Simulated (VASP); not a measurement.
**CuPt2: relaxation of cell and atoms with PBE**

Crystal: CuPt2.

```xyz
3
Lattice="0.0000 2.7652 2.7652 2.7652 0.0000 2.7652 2.7652 2.7652 0.0000" Properties=species:S:1:pos:R:3 pbc="T T T"
Cu    0.0000    0.0000    0.0000
Pt    1.3826    1.3826    1.3826
Pt    4.1478    4.1478    4.1478
```

```json
{
 "Program": "VASP 6.6.1",
 "Task": "relaxation of cell and atoms",
 "Functional": "PBE",
 "Potentials or basis": "VASP PAW PBE potentials, release 64 (Cu, Pt)",
 "Cutoff": "600 eV",
 "k mesh": "6 × 6 × 6",
 "Occupations": "gaussian, width 0.1 eV",
 "Spin": "no spin polarisation",
 "Dipole correction": "no",
 "Further INCAR settings": "ALGO = Fast; EDIFF = 1e-06; IBRION = 2; EDIFFG = -0.04; NSW = 90; ISIF = 3"
}
```

| Property | Result |
| --- | --- |
| Relaxed volume | 16.27 Å³/atom |
| Relaxed cell | a = 4.102 Å, b = 4.102 Å, c = 4.102 Å, α = 60.00°, β = 60.00°, γ = 60.00° |
| Space group after relaxing (to 0.05 Å) | Fm-3m (No. 225) |
| Energy gained by relaxing | 205.3 meV/atom |
| Ionic steps | 10 |
| Pressure after relaxing | 0.1 GPa |

The path:
| step | energy change (eV) | largest force (eV/Å) | pressure (GPa) | volume (Å³) |
| --- | --- | --- | --- | --- |
| 1 | 0.0000 | 0.0000 | 34.92 | 42.29 |
| 2 | 0.7758 | 0.0000 | -21.73 | 64.02 |
| 3 | 2.4533 | 0.0000 | 11.18 | 49.42 |
| 4 | -0.4345 | 0.0000 | -11.86 | 53.31 |
| 5 | -0.5595 | 0.0000 | -5.79 | 51.21 |
| 6 | -0.5843 | 0.0000 | -5.62 | 50.58 |
| 7 | -0.6013 | 0.0000 | -3.91 | 50.00 |
| 8 | -0.6074 | 0.0000 | -2.53 | 49.71 |
| 9 | -0.6102 | 0.0000 | 1.70 | 48.08 |
| 10 | -0.6159 | 0.0000 | 0.09 | 48.81 |

Final structure:
```yaml
crystal:
  lattice:
    - [0.00000, 2.90069, 2.90069]
    - [2.90069, 0.00000, 2.90069]
    - [2.90069, 2.90069, 0.00000]
  atoms:
    - { symbol: Cu, position: [0.00000, 0.00000, 0.00000] }
    - { symbol: Pt, position: [0.25000, 0.25000, 0.25000] }
    - { symbol: Pt, position: [0.75000, 0.75000, 0.75000] }
```

Levels at points of the mesh, in eV from the Fermi level:
```
           k point  band 13  band 14  band 15  band 16  band 17  band 18
(0.00, 0.00, 0.00)    -0.11    -0.11     0.64     0.64     7.89     7.89
(0.50, 0.00, 0.00)    -1.27    -1.27    -0.61    -0.61     0.20     8.17
(0.50, 0.50, 0.00)    -0.39    -0.34    -0.34     0.56     1.87     2.04
```

It took 5.7 min on 1 thread of AMD EPYC 7R13 Processor (Zen 3), on a shared host, peak memory 0.17 GiB.

Caveat: the volume moved by over 15 % at a fixed basis, so the end points are rough; spin-orbit coupling is left out, which moves the levels of the heavy elements.
